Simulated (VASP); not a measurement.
The system is PtSe2.

```xyz
3
Lattice="0.0000 3.2424 3.2424 3.2424 0.0000 3.2424 3.2424 3.2424 0.0000" Properties=species:S:1:pos:R:3 pbc="T T T"
Pt    0.0000    0.0000    0.0000
Se    1.6212    1.6212    1.6212
Se    4.8637    4.8637    4.8637
```

```yaml
Program: VASP 6.6.1
Task: relaxation of cell and atoms
Functional: PBEsol
Potentials_or_basis: VASP PAW PBE potentials, release 64 (Pt, Se)
Cutoff: 600 eV
k_mesh: 6 × 6 × 6
Occupations: fermi-dirac, width 0.03 eV
Spin: no spin polarisation
```

At the start: pressure -12.1 GPa; volume 22.73 Å³/atom.

How do energy, volume and symmetry change on relaxing?

Over 4 steps the energy falls by 122.7 meV/atom and the volume is 19.88 Å³/atom (-12.5 %); space group Fm-3m (No. 225, to 0.1 Å) before and after.

Step by step:
| step | energy change (eV) | largest force (eV/Å) | pressure (GPa) | volume (Å³) |
| --- | --- | --- | --- | --- |
| 1 | 0.0000 | 0.0000 | -12.10 | 68.18 |
| 2 | 0.0367 | 0.0000 | 20.83 | 52.60 |
| 3 | -0.3680 | 0.0000 | -0.38 | 59.80 |
| 4 | -0.3682 | 0.0000 | -0.03 | 59.64 |

Final structure:
```cif
data_structure
_symmetry_space_group_name_H-M 'P 1'
_symmetry_Int_Tables_number 1
_cell_length_a 4.3854
_cell_length_b 4.3854
_cell_length_c 4.3854
_cell_angle_alpha 60.000
_cell_angle_beta 60.000
_cell_angle_gamma 60.000
_cell_volume 59.64
loop_
_atom_site_label
_atom_site_type_symbol
_atom_site_fract_x
_atom_site_fract_y
_atom_site_fract_z
_atom_site_occupancy
Pt1 Pt 0.00000 0.00000 0.00000 1
Se1 Se 0.25000 0.25000 0.25000 1
Se2 Se 0.75000 0.75000 0.75000 1
```

Caveat: the PAW data sets were made with another functional, which shifts forces and pressure a little.
